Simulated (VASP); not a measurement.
# GaN (P6_3mc) in VASP: dielectric tensor with PBE

Aim: the dielectric tensor of GaN with PBE.

Program: VASP 6.6.1. These are calculated values, not measurements. Logs are shortened: lines on timing, memory, paths and dates and some standing lists are left out, and cuts for length are marked.

## Step 1: The cell of the first run

The structure is hexagonal, space group P6_3mc (No. 186). The conventional cell has a = 3.183 Å, b = 3.183 Å, c = 5.184 Å, α = 90.00°, β = 90.00°, γ = 120.00°. Ga (site symmetry 3m) has 4 N at 1.95 Å within 2.6 Å. Within 2.6 Å of N (site symmetry 3m) lie 4 Ga at 1.95 Å.

## Step 2: Dielectric tensor, PBE

Input file INCAR:

```
ALGO     = Normal         # electronic algorithm
EDIFF    = 1E-8           # SCF threshold, eV
ENCUT    = 520            # plane-wave cutoff, eV
GGA      = PE             # functional
ISIF     = 2              # what is computed and relaxed
ISMEAR   = 0              # smearing method
LASPH    = T              # aspherical terms in the spheres
LCHARG   = F              # write CHGCAR
LEPSILON = T              # dielectric tensor by DFPT
LREAL    = F              # projectors in reciprocal space
LWAVE    = F              # write WAVECAR
NELM     = 60             # most SCF steps
PREC     = Accurate       # precision mode
SIGMA    = 0.01           # smearing width, eV
```

Input file KPOINTS:

```
k-points
0
Gamma
  9 9 4
```

Input file POSCAR:

```
GaN
1.0
    3.1831500546      0.0000000000      0.0000000000
   -1.5915750273      2.7566888113      0.0000000000
    0.0000000000      0.0000000000      5.1836268250
Ga N
2 2
Direct
    0.3333333333      0.6666666667     -0.0008868441
    0.6666666667      0.3333333333      0.4991131559
    0.3333333333      0.6666666667      0.3758868441
    0.6666666667      0.3333333333      0.8758868441
```

Potentials or basis: VASP PAW PBE potentials, release 64 (Ga_d, N).

Command:

```
cat potpaw_PBE.64/Ga_d/POTCAR potpaw_PBE.64/N/POTCAR > POTCAR
mpirun -np 1 vasp_std > vasp.out
```

OUTCAR:

```text
EDIFF = 1E-8
   ENCUT = 520
   GGA = PE
   ISIF = 2
   ISMEAR = 0
   LASPH = T
   LEPSILON = T
   LREAL = F
   NELM = 60
   PREC = Accurate

 ion  position               nearest neighbor table
   1  0.333  0.667  0.999-   4 1.95   4 1.95   4 1.95   3 1.95
   2  0.667  0.333  0.499-   3 1.95   3 1.95   3 1.95   4 1.95
   3  0.333  0.667  0.376-   2 1.95   2 1.95   2 1.95   1 1.95
   4  0.667  0.333  0.876-   1 1.95   1 1.95   1 1.95   2 1.95

  LATTYP: Found a hexagonal cell.
 ALAT       =     3.1831500546
 C/A-ratio  =     1.6284582053

  Lattice vectors:

 A1 = (   3.1831500546,   0.0000000000,   0.0000000000)
 A2 = (  -1.5915750273,   2.7566888113,   0.0000000000)
 A3 = (   0.0000000000,   0.0000000000,   5.1836268250)

Analysis of symmetry for initial positions (statically):
=====================================================================
 Subroutine PRICEL returns:
 Original cell was already a primitive cell.

 Routine SETGRP: Setting up the symmetry group for a
 hexagonal supercell.

 Subroutine GETGRP returns: Found 12 space group operations
 (whereof  6 operations were pure point group operations)
 out of a pool of 24 trial point group operations.

The static configuration has the point symmetry C_3v.
 The point group associated with its full space group is C_6v.

Analysis of symmetry for dynamics (positions and initial velocities):
=====================================================================
 Subroutine PRICEL returns:
 Original cell was already a primitive cell.

 Routine SETGRP: Setting up the symmetry group for a
 hexagonal supercell.

 Subroutine GETGRP returns: Found 12 space group operations
 (whereof  6 operations were pure point group operations)
 out of a pool of 24 trial point group operations.

The dynamic configuration has the point symmetry C_3v.
 The point group associated with its full space group is C_6v.

 Subroutine INISYM returns: Found 12 space group operations
 (whereof  6 operations are pure point group operations),
 and found     1 'primitive' translations

----------------------------------------------------------------------------------------

                                     Primitive cell

  volume of cell :      45.4861

  direct lattice vectors                    reciprocal lattice vectors
     3.183150055  0.000000000  0.000000000     0.314154213  0.181377019  0.000000000
    -1.591575027  2.756688811  0.000000000     0.000000000  0.362754039  0.000000000
     0.000000000  0.000000000  5.183626825     0.000000000  0.000000000  0.192915122

  length of vectors
     3.183150055  3.183150055  5.183626825     0.362754039  0.362754039  0.192915122

  position of ions in fractional coordinates (direct lattice)
     0.333333333  0.666666667  0.999113156
     0.666666667  0.333333333  0.499113156
     0.333333333  0.666666667  0.375886844
     0.666666667  0.333333333  0.875886844

  ion indices of the primitive-cell ions
   primitive index   ion index
                 1           1
                 2           2
                 3           3
                 4           4

----------------------------------------------------------------------------------------

 KPOINTS: k-points

Automatic generation of k-mesh.
 Grid dimensions read from file:
 generate k-points for:    9    9    4

 Generating k-lattice:

  Cartesian coordinates                     Fractional coordinates (reciprocal lattice)
     0.034906024  0.020153002  0.000000000     0.111111111  0.000000000  0.000000000
     0.000000000  0.040306004  0.000000000     0.000000000  0.111111111  0.000000000
     0.000000000  0.000000000  0.048228780     0.000000000  0.000000000  0.250000000

  Length of vectors
     0.040306004  0.040306004  0.048228780

[... 81 lines left out ...]
   IVDW    =     0    specifies the selected vdW correction
   LEPSILON=     T    determine dielectric tensor
   LRPA    =     F    only Hartree local field effects (RPA)
 non-spin polarized calculation
 Gauss-broadening in eV      SIGMA  =   0.01
  energy-cutoff  :      520.00
  volume of cell :       45.49
 maximum number of plane-waves:      1248
 NGX is ok and might be reduce to    24
   NGX = 11   NGY = 11   NGZ = 19

--------------------------------------- Ionic step        1  -------------------------------------------

 number of electron      35.9999993 magnetization

 E-fermi :   5.4080     XC(G=0): -11.6932

 val. band max:        5.3667281060   @ k =   0.0000   0.0000   0.0000
 cond. band min:       7.3084847257   @ k =   0.0000   0.0000   0.0000
 fundamental gap:      1.9417566197
 Fermi energy:         5.4080416975

 k-point     1 :       0.0000    0.0000    0.0000
  band No.  band energies     occupation
      1     -10.6501      2.00000
      2      -9.7151      2.00000
      3      -8.0745      2.00000
      4      -8.0594      2.00000
      5      -8.0594      2.00000
      6      -7.9972      2.00000
[... 589 lines left out ...]
     21      12.5743      0.00000
     22      13.5899      0.00000

 [... further k-points ...]

  FORCE on cell =-STRESS in cart. coord.  units (eV):
  Direction    XX          YY          ZZ          XY          YZ          ZX
  --------------------------------------------------------------------------------------
  -------------------------------------------------------------------------------------
  Total        1.7609485      1.7609485      1.7928241      0.0000000      0.0000000     -0.0000000
  in kB       62.0266978     62.0266978     63.1494668      0.0000000      0.0000000     -0.0000000
  external PRESSURE =      62.4009541 kB  Pullay stress =       0.0000000 kB

 VOLUME and BASIS-vectors are now :
 -----------------------------------------------------------------------------
  energy-cutoff  :      520.00
  volume of cell :       45.49
      direct lattice vectors                 reciprocal lattice vectors
     3.183150055  0.000000000  0.000000000     0.314154213  0.181377019  0.000000000
    -1.591575027  2.756688811  0.000000000     0.000000000  0.362754039  0.000000000
     0.000000000  0.000000000  5.183626825     0.000000000  0.000000000  0.192915122

 POSITION                                       TOTAL-FORCE (eV/Angst)
 -----------------------------------------------------------------------------------
     -0.00000      1.83779      5.17903         0.000000     -0.000000      0.004814
      1.59158      0.91890      2.58722        -0.000000      0.000000      0.004814
     -0.00000      1.83779      1.94846         0.000000      0.000000     -0.004814
      1.59158      0.91890      4.54027        -0.000000      0.000000     -0.004814
 -----------------------------------------------------------------------------------
    total drift:                               -0.000001     -0.000001     -0.001059

  FREE ENERGIE OF THE ION-ELECTRON SYSTEM (eV)
  ---------------------------------------------------
  free  energy   TOTEN  =       -24.2969930698 eV

  energy  without entropy=      -24.2969930698  energy(sigma->0) =      -24.29699307

 HEAD OF MICROSCOPIC STATIC DIELECTRIC TENSOR (INDEPENDENT PARTICLE, excluding Hartree and local field effects)
 ------------------------------------------------------
           5.937297     0.000000     0.000000
           0.000000     5.937297     0.000000
          -0.000000    -0.000000     6.150774
 ------------------------------------------------------

 Free energy of the ion-electron system (eV)
  ---------------------------------------------------
  ---------------------------------------------------
  free energy    TOTEN  =        -0.65296651 eV

  energy without entropy =       -0.65296651

------------------------ aborting loop because EDIFF is reached ----------------------------------------

--------------------------------------- Ionic step        2  -------------------------------------------

------------------------ aborting loop because EDIFF is reached ----------------------------------------

--------------------------------------- Ionic step        3  -------------------------------------------

 Free energy of the ion-electron system (eV)
  ---------------------------------------------------
  ---------------------------------------------------
  free energy    TOTEN  =        -0.68211558 eV

  energy without entropy =       -0.68211558

------------------------ aborting loop because EDIFF is reached ----------------------------------------

 PIEZOELECTRIC TENSOR FIELD DIRECTION 3  (e Angst)
 -----------------------------------------------------------------------------
     1.44030  0.00000  0.00000           (  0.11458  0.00000  0.00000)
     0.00000  1.44030  0.00000           (  0.00000  0.11458  0.00000)
     0.00000  0.00000 -2.91981           (  0.00000  0.00000 -0.23771)

 PIEZOELECTRIC TENSOR FIELD DIRECTION 3  (C/m^2)
 -----------------------------------------------------------------------------
     0.50732  0.00000  0.00000
     0.00000  0.50732  0.00000
     0.00000  0.00000 -1.02846

 MACROSCOPIC STATIC DIELECTRIC TENSOR (including local field effects in DFT)
 ------------------------------------------------------
           5.801235     0.000000     0.000000
           0.000000     5.801235     0.000000
           0.000000     0.000000     6.030270
 ------------------------------------------------------

 PIEZOELECTRIC TENSOR (including local field effects)  for field in x, y, z        (e  Angst)
          XX          YY          ZZ          XY          YZ          ZX
  --------------------------------------------------------------------------------
  x     0.00000     0.00000     0.00000     0.00000     0.00000     1.58012
  y     0.00000    -0.00000     0.00000     0.00000     1.58012     0.00000
  z     1.44030     1.44030    -2.91981     0.00000     0.00000     0.00000

 PIEZOELECTRIC TENSOR (including local field effects)  for field in x, y, z        (C/m^2)
          XX          YY          ZZ          XY          YZ          ZX
  --------------------------------------------------------------------------------
  x     0.00000     0.00000     0.00000     0.00000     0.00000     0.55657
  y     0.00000    -0.00000     0.00000     0.00000     0.55657     0.00000
  z     0.50732     0.50732    -1.02846     0.00000     0.00000     0.00000

 BORN EFFECTIVE CHARGES (including local field effects) (in |e|, cummulative output)
 ---------------------------------------------------------------------------------
 ion    1
    1     2.61779     0.00000     0.00000
    2     0.00000     2.61779     0.00000
    3     0.00000    -0.00000     2.76030
 ion    2
    1     2.61779     0.00000     0.00000
    2     0.00000     2.61779     0.00000
    3     0.00000     0.00000     2.76030
 ion    3
    1    -2.61779     0.00000     0.00000
    2    -0.00000    -2.61779     0.00000
    3     0.00000     0.00000    -2.76030
 ion    4
    1    -2.61779     0.00000     0.00000
    2     0.00000    -2.61779     0.00000
    3     0.00000    -0.00000    -2.76030
```

Wall time 4.7 min (1 thread of AMD EPYC 9R45 (Zen 5), shared host); peak memory 0.33 GiB.

What came out:

* Band gap on the k mesh: 1.94 eV
* Electronic dielectric tensor (diagonal): 5.80, 5.80, 6.03
* Born charges (mean of the diagonal): Ga +2.67; N -2.67 e

Electronic dielectric tensor:
```
5.80 0.00 0.00
0.00 5.80 0.00
0.00 0.00 6.03
```

Born effective charge tensors (e):
atom 1, Ga
```
2.62 0.00 0.00
0.00 2.62 0.00
0.00 0.00 2.76
```
atom 2, Ga
```
2.62 0.00 0.00
0.00 2.62 0.00
0.00 0.00 2.76
```
atom 3, N
```
-2.62  0.00  0.00
 0.00 -2.62  0.00
 0.00  0.00 -2.76
```
atom 4, N
```
-2.62  0.00  0.00
 0.00 -2.62  0.00
 0.00  0.00 -2.76
```
